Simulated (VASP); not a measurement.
# CdTe (Fm-3m) in VASP: further runs

CdTe is run at these levels: RPBE+D4, LDA, revPBE+D4; tasks: single point.

All numbers are computed with VASP 6.6.1; they aren't measurements. Logs are shortened: lines on timing, memory, paths and dates and some standing lists are left out, and cuts for length are marked.

### 1 The cell of the first run

The structure is cubic, space group Fm-3m (No. 225). The conventional cell has a = 5.998 Å, b = 5.998 Å, c = 5.998 Å, α = 90.00°, β = 90.00°, γ = 90.00°. Within 3.9 Å of Cd (site symmetry m-3m) lie 6 Te at 3.00 Å. Within 3.9 Å of Te (site symmetry m-3m) lie 6 Cd at 3.00 Å.

### 2 Single point, RPBE+D4

Input file INCAR:

```
SYSTEM = CdTe
  PREC = Accurate
  ENCUT = 500
  EDIFF = 1E-6
  ISMEAR = 0
  SIGMA = 0.05
  LREAL = .False.
  LASPH = .True.
  NELM = 120
  ALGO = Normal
  ISIF = 2
  LWAVE = .False.
  LCHARG = .False.
  GGA = RP
  IVDW = 13
  NBANDS = 16
  GGA_COMPAT = .False.
```

Input file KPOINTS:

```
regular mesh
0
Gamma
  6 6 6
  0 0 0
```

Input file POSCAR:

```
CdTe
1.0
    0.0000000000      2.9989615765      2.9989615765
    2.9989615765      0.0000000000      2.9989615765
    2.9989615765      2.9989615765      0.0000000000
Cd Te
1 1
Direct
    0.5000000000      0.5000000000      0.5000000000
    0.0000000000      0.0000000000      0.0000000000
```

Potentials or basis: VASP PAW PBE potentials, release 64 (Cd, Te).

Started as:

```bash
cat potpaw_PBE.64/Cd/POTCAR potpaw_PBE.64/Te/POTCAR > POTCAR
mpirun -np 1 vasp_std > vasp.out
```

OUTCAR:

```text
SYSTEM = CdTe
   PREC = Accurate
   ENCUT = 500
   EDIFF = 1E-6
   ISMEAR = 0
   LREAL = .False.
   LASPH = .True.
   NELM = 120
   ISIF = 2
   GGA = RP
   IVDW = 13

 ion  position               nearest neighbor table
   1  0.500  0.500  0.500-   2 3.00   2 3.00   2 3.00   2 3.00   2 3.00   2 3.00
   2  0.000  0.000  0.000-   1 3.00   1 3.00   1 3.00   1 3.00   1 3.00   1 3.00

  LATTYP: Found a face centered cubic cell.
 ALAT       =     5.9979231530

  Lattice vectors:

 A1 = (   0.0000000000,   2.9989615765,   2.9989615765)
 A2 = (   2.9989615765,   0.0000000000,   2.9989615765)
 A3 = (   2.9989615765,   2.9989615765,   0.0000000000)

Analysis of symmetry for initial positions (statically):
=====================================================================
 Subroutine PRICEL returns:
 Original cell was already a primitive cell.

 Routine SETGRP: Setting up the symmetry group for a
 face centered cubic supercell.

 Subroutine GETGRP returns: Found 48 space group operations
 (whereof 48 operations were pure point group operations)
 out of a pool of 48 trial point group operations.

The static configuration has the point symmetry O_h .

Analysis of symmetry for dynamics (positions and initial velocities):
=====================================================================
 Subroutine PRICEL returns:
 Original cell was already a primitive cell.

 Routine SETGRP: Setting up the symmetry group for a
 face centered cubic supercell.

 Subroutine GETGRP returns: Found 48 space group operations
 (whereof 48 operations were pure point group operations)
 out of a pool of 48 trial point group operations.

The dynamic configuration has the point symmetry O_h .

 Subroutine INISYM returns: Found 48 space group operations
 (whereof 48 operations are pure point group operations),
 and found     1 'primitive' translations

----------------------------------------------------------------------------------------

                                     Primitive cell

  volume of cell :      53.9439

  direct lattice vectors                    reciprocal lattice vectors
     0.000000000  2.998961577  2.998961577    -0.166724377  0.166724377  0.166724377
     2.998961577  0.000000000  2.998961577     0.166724377 -0.166724377  0.166724377
     2.998961577  2.998961577  0.000000000     0.166724377  0.166724377 -0.166724377

  length of vectors
     4.241172135  4.241172135  4.241172135     0.288775092  0.288775092  0.288775092

  position of ions in fractional coordinates (direct lattice)
     0.500000000  0.500000000  0.500000000
     0.000000000  0.000000000  0.000000000

  ion indices of the primitive-cell ions
   primitive index   ion index
                 1           1
                 2           2

----------------------------------------------------------------------------------------

 KPOINTS: regular mesh

Automatic generation of k-mesh.
 Grid dimensions read from file:
 generate k-points for:    6    6    6

 Generating k-lattice:

  Cartesian coordinates                     Fractional coordinates (reciprocal lattice)
    -0.027787396  0.027787396  0.027787396     0.166666667  0.000000000  0.000000000
     0.027787396 -0.027787396  0.027787396     0.000000000  0.166666667  0.000000000
     0.027787396  0.027787396 -0.027787396     0.000000000  0.000000000  0.166666667

  Length of vectors
     0.048129182  0.048129182  0.048129182

  Shift w.r.t. Gamma in fractional coordinates (k-lattice)
     0.000000000  0.000000000  0.000000000

 Subroutine IBZKPT returns following result:
 ===========================================

 Found     16 irreducible k-points:

 Following reciprocal coordinates:
            Coordinates               Weight
  0.000000  0.000000  0.000000      1.000000
  0.166667  0.000000  0.000000      8.000000
  0.333333  0.000000  0.000000      8.000000
  0.500000  0.000000  0.000000      4.000000
  0.166667  0.166667  0.000000      6.000000
  0.333333  0.166667  0.000000     24.000000
[... 8 lines left out ...]
 -0.333333  0.333333  0.166667     24.000000
 -0.333333  0.500000  0.166667     12.000000
   k-points           NKPTS =     16   k-points in BZ     NKDIM =     16   number of bands    NBANDS=     16
   number of dos      NEDOS =    301   number of ions     NIONS =      2
   total plane-waves  NPLWV =  32768
   dimension x,y,z NGX =    32 NGY =   32 NGZ =   32
   dimension x,y,z NGXF=    64 NGYF=   64 NGZF=   64
   ions per type =               1   1
   NGX,Y,Z   is equivalent  to a cutoff of  12.54, 12.54, 12.54 a.u.
   NGXF,Y,Z  is equivalent  to a cutoff of  25.09, 25.09, 25.09 a.u.
 SYSTEM =  CdTe
   PREC   = accura    normal or accurate (medium, high low for compatibility)
   ISTART =      0    job   : 0-new  1-cont  2-samecut
   ICHARG =      2    charge: 1-file 2-atom 10-const
   ISPIN  =      1    spin polarized calculation?
   LNONCOLLINEAR =      F non collinear calculations
   LSORBIT =      F    spin-orbit coupling
   LASPH  =      T    aspherical Exc in radial PAW
   ENCUT  =  500.0 eV  36.75 Ry    6.06 a.u.   7.73  7.73  7.73*2*pi/ulx,y,z
   NELM   =    120;   NELMIN=  2; NELMDL= -5     # of ELM steps
   EDIFF  = 0.1E-05   stopping-criterion for ELM
   LREAL  =      F    real-space projection
   EDIFFG = 0.1E-04   stopping-criterion for IOM
   NSW    =      0    number of steps for IOM
   IBRION =     -1    ionic relax: 0-MD 1-quasi-New 2-CG
   NFREE  =      0    steps in history (QN), initial steepest desc. (CG)
   ISIF   =      2    stress and relaxation
   ISYM   =      2    0-nonsym 1-usesym 2-fastsym
   POTIM  = 0.5000    time-step for ionic-motion
   TEBEG  =    0.0;   TEEND  =   0.0 temperature during run
   PSTRESS=    0.0 pullay stress
   NELECT =      18.0000    total number of electrons
   NUPDOWN=      -1.0000    fix difference up-down
   EMIN   =  10.00;   EMAX   =-10.00  energy-range for DOS
   EFERMI =   0.00;   METHOD = LEGACY
   ISMEAR =     0;   SIGMA  =   0.05  broadening in eV -4-tet -1-fermi 0-gaus
   EFERMI_NEDOS =   21; number of points for ismear=-14 and -15
   IALGO  =     38    algorithm
   IMIX   =      4    mixing-type and parameters
     AMIX     =   0.40;   BMIX     =  1.00
     AMIX_MAG =   1.60;   BMIX_MAG =  1.00
  volume/ion in A,a.u.               =      26.97       182.02
  Fermi-wavevector in a.u.,A,eV,Ry     =   1.135494  2.145772 17.542620  1.289346
  Thomas-Fermi vector in A             =   2.272199
   LORBIT       =      0    0 simple, 1 ext, 2 COOP (PROOUT), +10 PAW based schemes
   GGA     = RP    functional components
   LHFCALC =     F    Hartree Fock is set to
   AEXX    =    0.0000 exact exchange contribution
   IVDW    =    13    specifies the selected vdW correction
   LEPSILON=     F    determine dielectric tensor
   LRPA    =     F    only Hartree local field effects (RPA)
 non-spin polarized calculation
 Gauss-broadening in eV      SIGMA  =   0.05
  energy-cutoff  :      500.00
  volume of cell :       53.94
 maximum number of plane-waves:      1382
   NGX = 15   NGY = 15   NGZ = 15

 number of electron      17.9999992 magnetization

 Free energy of the ion-electron system (eV)
  ---------------------------------------------------
  ext. energy  EPLUGINS =         0.00000000
  ---------------------------------------------------
  free energy    TOTEN  =        -3.61406777 eV

  energy without entropy =       -3.61169499  energy(sigma->0) =       -3.61288138

 E-fermi :   4.6979     XC(G=0):  -9.8450

 val. band max:        4.6976192339   @ k =  -0.1667   0.1667   0.0000
 cond. band min:       4.6981856288   @ k =   0.3333   0.3333   0.0000
 fundamental gap:      0.0005663948
 Fermi energy:         4.6979157296

 k-point     1 :       0.0000    0.0000    0.0000
  band No.  band energies     occupation
      1      -7.2751      2.00000
      2      -3.8727      2.00000
      3      -3.8727      2.00000
      4      -3.8315      2.00000
      5      -3.8315      2.00000
      6      -3.8315      2.00000
[... 8 lines left out ...]
     15      12.5538      0.00000
     16      12.5538      0.00000

 k-point     2 :       0.1667    0.0000    0.0000
  band No.  band energies     occupation
      1      -7.0369      2.00000
      2      -3.9143      2.00000
      3      -3.9143      2.00000
      4      -3.8429      2.00000
      5      -3.8100      2.00000
      6      -3.8100      2.00000
[... 8 lines left out ...]
     15      12.5028      0.00000
     16      12.5028      0.00000

 k-point     3 :       0.3333    0.0000    0.0000
  band No.  band energies     occupation
      1      -6.4465      2.00000
      2      -4.0013      2.00000
      3      -4.0013      2.00000
      4      -3.8846      2.00000
      5      -3.7607      2.00000
      6      -3.7607      2.00000
[... 8 lines left out ...]
     15      14.0343      0.00000
     16      14.0343      0.00000

 k-point     4 :       0.5000    0.0000    0.0000
  band No.  band energies     occupation
      1      -6.0495      2.00000
      2      -4.0442      2.00000
      3      -4.0442      2.00000
      4      -3.9326      2.00000
      5      -3.7353      2.00000
      6      -3.7353      2.00000
[... 8 lines left out ...]
     15      15.8517      0.00000
     16      15.8517      0.00000
[... 172 lines left out ...]
 k-point    14 :       0.5000    0.3333    0.1667
  band No.  band energies     occupation
      1      -6.3017      2.00000
      2      -3.9424      2.00000
      3      -3.8602      2.00000
      4      -3.8225      2.00000
      5      -3.7345      2.00000
      6      -3.5749      2.00000
[... 8 lines left out ...]
     15      16.0965      0.00000
     16      16.2368      0.00000

 k-point    15 :      -0.3333    0.3333    0.1667
  band No.  band energies     occupation
      1      -6.1700      2.00000
      2      -3.9751      2.00000
      3      -3.8395      2.00000
      4      -3.8196      2.00000
      5      -3.7111      2.00000
      6      -3.3409      2.00000
[... 8 lines left out ...]
     15      14.6835      0.00000
     16      17.2481      0.00000

 k-point    16 :      -0.3333    0.5000    0.1667
  band No.  band energies     occupation
      1      -6.2482      2.00000
      2      -3.9113      2.00000
      3      -3.8696      2.00000
      4      -3.7635      2.00000
      5      -3.6907      2.00000
      6      -3.0347      2.00000
[... 8 lines left out ...]
     15      16.2366      0.00000
     16      17.8285      0.00000

------------------------ aborting loop because EDIFF is reached ----------------------------------------

  DFT-D4 for vdW energy calculation

  Edisp (eV):   -1.73292

  FORCE on cell =-STRESS in cart. coord.  units (eV):
  Direction    XX          YY          ZZ          XY          YZ          ZX
  --------------------------------------------------------------------------------------
  -------------------------------------------------------------------------------------
  Total       0.12391     0.12391     0.12391     0.00000     0.00000    -0.00000
  in kB       3.68024     3.68024     3.68024     0.00000     0.00000    -0.00000
  external pressure =        3.68 kB  Pullay stress =        0.00 kB

 VOLUME and BASIS-vectors are now :
 -----------------------------------------------------------------------------
  energy-cutoff  :      500.00
  volume of cell :       53.94
      direct lattice vectors                 reciprocal lattice vectors
     0.000000000  2.998961577  2.998961577    -0.166724377  0.166724377  0.166724377
     2.998961577  0.000000000  2.998961577     0.166724377 -0.166724377  0.166724377
     2.998961577  2.998961577  0.000000000     0.166724377  0.166724377 -0.166724377

 POSITION                                       TOTAL-FORCE (eV/Angst)
 -----------------------------------------------------------------------------------
      2.99896      2.99896      2.99896        -0.000000      0.000000     -0.000000
      0.00000      0.00000      0.00000         0.000000     -0.000000      0.000000
 -----------------------------------------------------------------------------------
    total drift:                               -0.000000     -0.000000      0.000000

  FREE ENERGIE OF THE ION-ELECTRON SYSTEM (eV)
  ---------------------------------------------------
  free  energy   TOTEN  =        -5.3469902132 eV

  energy  without entropy=       -5.3446174293  energy(sigma->0) =       -5.34580382
```

Run time: 18 s. Hardware: 1 thread of Intel Xeon 6975P-C, shared host; peak memory 0.17 GiB.

Results:

- Free energy: -5.3470 eV
- Pressure: 0.4 GPa
- Band gap on the k mesh: zero (band 9 reaches 4.70 eV, above the bottom of band 10 at 3.36 eV)
- Dispersion energy per atom: -0.866 eV

Caveat: the PAW data sets were made with another functional, which shifts forces and pressure a little; spin-orbit coupling is left out, which moves the levels of the heavy elements; pairwise dispersion overbinds metals, which lowers pressure and volume.

(Part 1 of 3 ends here.)
